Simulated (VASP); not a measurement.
A run of VASP 6.6.1 is set up as follows.

File INCAR:

```
SYSTEM = Ta6F
PREC = Accurate
ENCUT = 520
EDIFF = 1E-6
ISMEAR = 0
SIGMA = 0.1
LREAL = .False.
LASPH = .True.
NELM = 150
ALGO = Fast
ISIF = 2
LWAVE = .False.
LCHARG = .True.
ISPIN = 2
MAGMOM = 0 0 0 0 0 0 1
LORBIT = 11
LMAXMIX = 4
LDIPOL = .True.
IDIPOL = 3
DIPOL = 0.5 0.5 0.323
LELF = .True.
LVHAR = .True.
LVACPOTAV = .True.
NBANDS = 50
```

File KPOINTS:

```
regular mesh
0
Gamma
  6 6 1
  0 0 0
```

POSCAR

```
Ta6F
1.0
    4.6002247516      0.0000000000      0.0000000000
   -2.3001123758      3.9839114980      0.0000000000
    0.0000000000      0.0000000000     21.4017722141
Ta F
6 1
Direct
    0.6666666667      0.3333333333      0.1869004099
    0.3333333333      0.6666666667      0.2307760729
    0.0000000000      0.0000000000      0.2746517360
    0.6666666667      0.3333333333      0.3157775353
    0.3333333333      0.6666666667      0.3543568624
    0.0000000000      0.0000000000      0.3925736677
    0.7777777778     -0.7777777778      0.5061156668
```

Potentials or basis: VASP PAW LDA potentials, release 64 (Ta_pv, F).

Run with:

```sh
$ cat potpaw_LDA.64/Ta_pv/POTCAR potpaw_LDA.64/F/POTCAR > POTCAR
$ mpirun -np 1 vasp_std > vasp.out
```

Task: Predict the net moment.

Result: 0.00 μB per cell.

Task: Estimate the largest force.

Result: 3.028 eV/Å.

Forces on the atoms (eV/Å):
```
Ta   0.016 -0.009  2.253
Ta   0.014 -0.008 -0.523
Ta  -0.029  0.017 -2.533
Ta  -0.032  0.018 -0.039
Ta   0.066 -0.038  0.316
Ta  -0.791  0.456  2.887
F    0.755 -0.436 -2.360
```
